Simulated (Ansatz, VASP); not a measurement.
# One calculation of Co, two programs

INCAR

```
SYSTEM = Co
PREC = Accurate
ENCUT = 600
EDIFF = 1E-6
ISMEAR = -1
SIGMA = 0.05
LREAL = .False.
LASPH = .True.
NELM = 200
ALGO = Normal
ISIF = 2
LWAVE = .False.
LCHARG = .True.
ISPIN = 2
MAGMOM = 1.655 1.655
LORBIT = 11
LMAXMIX = 4
GGA = CA
LELF = .True.
LVHAR = .True.
NBANDS = 28
GGA_COMPAT = .False.
```

Contents of KPOINTS:

```
regular mesh
0
Gamma
  13 13 13
  0 0 0
```

POSCAR

```
Co
1.0
    2.5877724966      0.0000000000      0.0000000000
    0.0000000000      2.5877724966      0.0000000000
    0.0000000000      0.0000000000      2.5877724966
Co
2
Direct
    0.0000000000      0.0000000000      0.0000000000
    0.5000000000      0.5000000000      0.5000000000
```

Input for Ansatz:

```yaml
crystal:
  lattice:
    - [2.5877724966, 0.0, 0.0]
    - [0.0, 2.5877724966, 0.0]
    - [0.0, 0.0, 2.5877724966]
  atoms:
    - { symbol: Co, position: [0.0, 0.0, 0.0], spin: 1.655 }
    - { symbol: Co, position: [0.5, 0.5, 0.5], spin: 1.655 }
hamiltonian:
  xc: lda
  pseudopotentials:
    kind: paw
    azcp:
      Co: "pseudopotentials/Co.paw.azcp"
basis:
  ecutwfc: 420
  fft_grid_basis: typed
kpoints:
  mp_grid: { grid: [13, 13, 13], shift: [0, 0, 0] }
magnetization:
  spin_polarized: true
scf:
  occupations: { method: fermi_dirac, width: 0.05 }
  lower_state_search: "off"
output:
  stress: true
```

Alike in both runs: task single point; functional LDA; k mesh 13 × 13 × 13; occupations fermi-dirac, width 0.05 eV; collinear spin.

```csv
,VASP,Ansatz
version,VASP 6.6.1,Ansatz 0.2.0
potentials or method,"VASP PAW LDA potentials, release 64 (Co_sv), cutoff 600 eV","plane waves (420 eV) with PAW, scalar-relativistic"
valence electrons in the cell,34,34
```

|  | VASP | Ansatz | Ansatz less VASP |
| --- | --- | --- | --- |
| net moment per atom (μB) | 1.44 | 1.51 | +0.073 |
| size of the moment on the site where the two differ most (μB) | 1.44 | 1.52 | +0.081 |

Ansatz warns that its potentials were made for another functional, while VASP's fit it. LDA's correlation is that of Perdew and Zunger in VASP and of Perdew and Wang (1992) in Ansatz. Site moments also hang on the region over which each program counts them.
